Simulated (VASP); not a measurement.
# Cu (Fd-3m) in VASP: notebook

The runs below take Cu through single point, with PBEsol.

Program: VASP 6.6.1. These are calculated values, not measurements. Logs are shortened: lines on timing, memory, paths and dates and some standing lists are left out, and cuts for length are marked.

**1. The cell of the first run**

Symmetry: Fd-3m, No. 227, cubic system. The conventional cell has a = 4.601 Å, b = 4.601 Å, c = 4.601 Å, α = 90.00°, β = 90.00°, γ = 90.00°. Cu (site symmetry -43m) has 4 Cu at 1.99 Å within 2.6 Å.

**2. Single point, PBEsol (volume scaled by 0.68)**

The input, INCAR:

```
SYSTEM = Cu
  PREC = Accurate
  ENCUT = 600
  EDIFF = 1E-6
  ISMEAR = -1
  SIGMA = 0.1
  LREAL = .FALSE.
  LASPH = .TRUE.
  NELM = 120
  ALGO = Normal
  ISIF = 2
  LWAVE = .FALSE.
  LCHARG = .FALSE.
  GGA = PS
  NBANDS = 18
  GGA_COMPAT = .FALSE.
```

The input, KPOINTS:

```
Automatic mesh
0
G
  14 14 14
  0 0 0
```

The input, POSCAR:

```
Cu
1.0
    0.0000000000      2.3003605596      2.3003605596
    2.3003605596      0.0000000000      2.3003605596
    2.3003605596      2.3003605596      0.0000000000
Cu
2
Direct
   -0.1250000000     -0.1250000000     -0.1250000000
    0.1250000000      0.1250000000      0.1250000000
```

Potentials or basis: VASP PAW PBE potentials, release 64 (Cu).

Started as:

```
cat potpaw_PBE.64/Cu/POTCAR > POTCAR
mpirun -np 1 vasp_std > vasp.out
```

OUTCAR:

```text
SYSTEM = Cu
   PREC = Accurate
   ENCUT = 600
   EDIFF = 1E-6
   ISMEAR = -1
   LREAL = .FALSE.
   LASPH = .TRUE.
   NELM = 120
   ISIF = 2
   GGA = PS

 ion  position               nearest neighbor table
   1  0.875  0.875  0.875-   2 1.99   2 1.99   2 1.99   2 1.99
   2  0.125  0.125  0.125-   1 1.99   1 1.99   1 1.99   1 1.99

  LATTYP: Found a face centered cubic cell.
 ALAT       =     4.6007211192

  Lattice vectors:

 A1 = (   0.0000000000,   2.3003605596,   2.3003605596)
 A2 = (   2.3003605596,   0.0000000000,   2.3003605596)
 A3 = (   2.3003605596,   2.3003605596,   0.0000000000)

Analysis of symmetry for initial positions (statically):
=====================================================================
 Subroutine PRICEL returns:
 Original cell was already a primitive cell.

 Routine SETGRP: Setting up the symmetry group for a
 face centered cubic supercell.

 Subroutine GETGRP returns: Found 48 space group operations
 (whereof 12 operations were pure point group operations)
 out of a pool of 48 trial point group operations.

The static configuration has the point symmetry D_3d.
 The point group associated with its full space group is O_h .

Analysis of symmetry for dynamics (positions and initial velocities):
=====================================================================
 Subroutine PRICEL returns:
 Original cell was already a primitive cell.

 Routine SETGRP: Setting up the symmetry group for a
 face centered cubic supercell.

 Subroutine GETGRP returns: Found 48 space group operations
 (whereof 12 operations were pure point group operations)
 out of a pool of 48 trial point group operations.

The dynamic configuration has the point symmetry D_3d.
 The point group associated with its full space group is O_h .

 Subroutine INISYM returns: Found 48 space group operations
 (whereof 12 operations are pure point group operations),
 and found     1 'primitive' translations

----------------------------------------------------------------------------------------

                                     Primitive cell

  volume of cell :      24.3454

  direct lattice vectors                    reciprocal lattice vectors
     0.000000000  2.300360560  2.300360560    -0.217357230  0.217357230  0.217357230
     2.300360560  0.000000000  2.300360560     0.217357230 -0.217357230  0.217357230
     2.300360560  2.300360560  0.000000000     0.217357230  0.217357230 -0.217357230

  length of vectors
     3.253201102  3.253201102  3.253201102     0.376473766  0.376473766  0.376473766

  position of ions in fractional coordinates (direct lattice)
     0.875000000  0.875000000  0.875000000
     0.125000000  0.125000000  0.125000000

  ion indices of the primitive-cell ions
   primitive index   ion index
                 1           1
                 2           2

----------------------------------------------------------------------------------------

 KPOINTS: Automatic mesh

Automatic generation of k-mesh.
 Grid dimensions read from file:
 generate k-points for:   14   14   14

 Generating k-lattice:

  Cartesian coordinates                     Fractional coordinates (reciprocal lattice)
    -0.015525516  0.015525516  0.015525516     0.071428571  0.000000000  0.000000000
     0.015525516 -0.015525516  0.015525516     0.000000000  0.071428571  0.000000000
     0.015525516  0.015525516 -0.015525516     0.000000000  0.000000000  0.071428571

  Length of vectors
     0.026890983  0.026890983  0.026890983

  Shift w.r.t. Gamma in fractional coordinates (k-lattice)
     0.000000000  0.000000000  0.000000000

 Subroutine IBZKPT returns following result:
 ===========================================

 Found    104 irreducible k-points:

 Following reciprocal coordinates:
            Coordinates               Weight
  0.000000  0.000000  0.000000      1.000000
  0.071429  0.000000  0.000000      8.000000
  0.142857  0.000000  0.000000      8.000000
  0.214286  0.000000  0.000000      8.000000
  0.285714  0.000000  0.000000      8.000000
  0.357143  0.000000  0.000000      8.000000
[... 16 lines left out ...]
  0.214286  0.142857  0.000000     24.000000
  0.285714  0.142857  0.000000     24.000000
 [... further k-points ...]
   k-points           NKPTS =    104   k-points in BZ     NKDIM =    104   number of bands    NBANDS=     18
   number of dos      NEDOS =    301   number of ions     NIONS =      2
   total plane-waves  NPLWV =  21952
   dimension x,y,z NGX =    28 NGY =   28 NGZ =   28
   dimension x,y,z NGXF=    56 NGYF=   56 NGZF=   56
   ions per type =               2
   NGX,Y,Z   is equivalent  to a cutoff of  14.31, 14.31, 14.31 a.u.
   NGXF,Y,Z  is equivalent  to a cutoff of  28.62, 28.62, 28.62 a.u.
 SYSTEM =  Cu
   PREC   = accura    normal or accurate (medium, high low for compatibility)
   ISTART =      0    job   : 0-new  1-cont  2-samecut
   ICHARG =      2    charge: 1-file 2-atom 10-const
   ISPIN  =      1    spin polarized calculation?
   LNONCOLLINEAR =      F non collinear calculations
   LSORBIT =      F    spin-orbit coupling
   LASPH  =      T    aspherical Exc in radial PAW
   ENCUT  =  600.0 eV  44.10 Ry    6.64 a.u.   6.50  6.50  6.50*2*pi/ulx,y,z
   NELM   =    120;   NELMIN=  2; NELMDL= -5     # of ELM steps
   EDIFF  = 0.1E-05   stopping-criterion for ELM
   LREAL  =      F    real-space projection
   EDIFFG = 0.1E-04   stopping-criterion for IOM
   NSW    =      0    number of steps for IOM
   IBRION =     -1    ionic relax: 0-MD 1-quasi-New 2-CG
   NFREE  =      0    steps in history (QN), initial steepest desc. (CG)
   ISIF   =      2    stress and relaxation
   ISYM   =      2    0-nonsym 1-usesym 2-fastsym
   POTIM  = 0.5000    time-step for ionic-motion
   TEBEG  =    0.0;   TEEND  =   0.0 temperature during run
   PSTRESS=    0.0 pullay stress
   NELECT =      22.0000    total number of electrons
   NUPDOWN=      -1.0000    fix difference up-down
   EMIN   =  10.00;   EMAX   =-10.00  energy-range for DOS
   EFERMI =   0.00;   METHOD = LEGACY
   ISMEAR =    -1;   SIGMA  =   0.10  broadening in eV -4-tet -1-fermi 0-gaus
   EFERMI_NEDOS =   21; number of points for ismear=-14 and -15
   IALGO  =     38    algorithm
   IMIX   =      4    mixing-type and parameters
     AMIX     =   0.40;   BMIX     =  1.00
     AMIX_MAG =   1.60;   BMIX_MAG =  1.00
  volume/ion in A,a.u.               =      12.17        82.15
  Fermi-wavevector in a.u.,A,eV,Ry     =   1.582741  2.990947 34.083528  2.505069
  Thomas-Fermi vector in A             =   2.682618
   LORBIT       =      0    0 simple, 1 ext, 2 COOP (PROOUT), +10 PAW based schemes
   GGA     = PS    functional components
   LHFCALC =     F    Hartree Fock is set to
   AEXX    =    0.0000 exact exchange contribution
   IVDW    =     0    specifies the selected vdW correction
   LEPSILON=     F    determine dielectric tensor
   LRPA    =     F    only Hartree local field effects (RPA)
 non-spin polarized calculation
  energy-cutoff  :      600.00
  volume of cell :       24.35
 maximum number of plane-waves:       869
 NGX is ok and might be reduce to    28
   NGX = 13   NGY = 13   NGZ = 13

 number of electron      21.9999991 magnetization

 Free energy of the ion-electron system (eV)
  ---------------------------------------------------
  ext. energy  EPLUGINS =         0.00000000
  ---------------------------------------------------
  free energy    TOTEN  =        -4.57294403 eV

  energy without entropy =       -4.55098050  energy(sigma->0) =       -4.56196226

 E-fermi :   7.2956     XC(G=0): -12.4638

 val. band max:        7.2344040820   @ k =  -0.4286   0.3571   0.0000
 cond. band min:       7.3390950026   @ k =  -0.4286   0.2857   0.0000
 fundamental gap:      0.1046909206
 Fermi energy:         7.2955841365

 k-point     1 :       0.0000    0.0000    0.0000
  band No.  band energies     occupation
      1      -1.9520      2.00000
      2       2.2542      2.00000
      3       2.2542      2.00000
      4       2.3762      2.00000
      5       2.3762      2.00000
      6       2.3762      2.00000
[... 10 lines left out ...]
     17      21.0634      0.00000
     18      23.6784      0.00000

 k-point     2 :       0.0714    0.0000    0.0000
  band No.  band energies     occupation
      1      -1.8379      2.00000
      2       2.1694      2.00000
      3       2.1694      2.00000
      4       2.3819      2.00000
      5       2.4859      2.00000
      6       2.4859      2.00000
[... 10 lines left out ...]
     17      22.0945      0.00000
     18      23.9067      0.00000

 k-point     3 :       0.1429    0.0000    0.0000
  band No.  band energies     occupation
      1      -1.5007      2.00000
      2       2.0844      2.00000
      3       2.0844      2.00000
      4       2.4029      2.00000
      5       2.6329      2.00000
      6       2.6329      2.00000
[... 10 lines left out ...]
     17      23.1177      0.00000
     18      24.1126      0.00000

 k-point     4 :       0.2143    0.0000    0.0000
  band No.  band energies     occupation
      1      -0.9579      2.00000
      2       2.0478      2.00000
      3       2.0478      2.00000
      4       2.4480      2.00000
      5       2.7338      2.00000
      6       2.7338      2.00000
[... 375 lines left out ...]
      4       2.4093      2.00000
      5       2.4317      2.00000
      6       2.8285      2.00000
[... 10 lines left out ...]
     17      25.5116      0.00000
     18      25.5116      0.00000

 k-point    23 :       0.2143    0.1429    0.0000
  band No.  band energies     occupation
      1      -0.9458      2.00000
      2       1.7655      2.00000
      3       2.3698      2.00000
      4       2.4257      2.00000
      5       2.5710      2.00000
      6       2.9553      2.00000
[... 10 lines left out ...]
     17      25.7681      0.00000
     18      26.4429      0.00000

 k-point    24 :       0.2857    0.1429    0.0000
  band No.  band energies     occupation
      1      -0.3553      2.00000
      2       1.7333      2.00000
      3       2.3658      2.00000
      4       2.4514      2.00000
      5       2.6483      2.00000
      6       3.0443      2.00000
[... 10 lines left out ...]
     17      25.4911      0.00000
     18      25.6453      0.00000

 [... further k-points ...]

------------------------ aborting loop because EDIFF is reached ----------------------------------------

  FORCE on cell =-STRESS in cart. coord.  units (eV):
  Direction    XX          YY          ZZ          XY          YZ          ZX
  --------------------------------------------------------------------------------------
  -------------------------------------------------------------------------------------
  Total       10.2366383     10.2366383     10.2366383      0.0000000      0.0000000      0.0000000
  in kB      673.6746504    673.6746504    673.6746504      0.0000000      0.0000000      0.0000000
  external PRESSURE =     673.6746504 kB  Pullay stress =       0.0000000 kB

 VOLUME and BASIS-vectors are now :
 -----------------------------------------------------------------------------
  energy-cutoff  :      600.00
  volume of cell :       24.35
      direct lattice vectors                 reciprocal lattice vectors
     0.000000000  2.300360560  2.300360560    -0.217357230  0.217357230  0.217357230
     2.300360560  0.000000000  2.300360560     0.217357230 -0.217357230  0.217357230
     2.300360560  2.300360560  0.000000000     0.217357230  0.217357230 -0.217357230

 POSITION                                       TOTAL-FORCE (eV/Angst)
 -----------------------------------------------------------------------------------
      4.02563      4.02563      4.02563        -0.000000      0.000000     -0.000000
      0.57509      0.57509      0.57509         0.000000     -0.000000      0.000000
 -----------------------------------------------------------------------------------
    total drift:                                0.000000     -0.000000     -0.000000

  FREE ENERGIE OF THE ION-ELECTRON SYSTEM (eV)
  ---------------------------------------------------
  free  energy   TOTEN  =        -4.5729440326 eV

  energy  without entropy=       -4.5509804962  energy(sigma->0) =       -4.56196226
```

It took 38 s on 1 thread of Intel Xeon Platinum 8488C (Sapphire Rapids), shared host; peak memory 0.18 GiB.

What came out:

```yaml
Free_energy: -4.5729 eV
Pressure: 67.4 GPa
Band_gap_on_the_k_mesh: zero (band 11 reaches 8.26 eV, above the bottom of band 12 at 7.08 eV)
```

Caveat: the PAW data sets were made with another functional, which shifts forces and pressure a little.

[end of part 1 of 2]
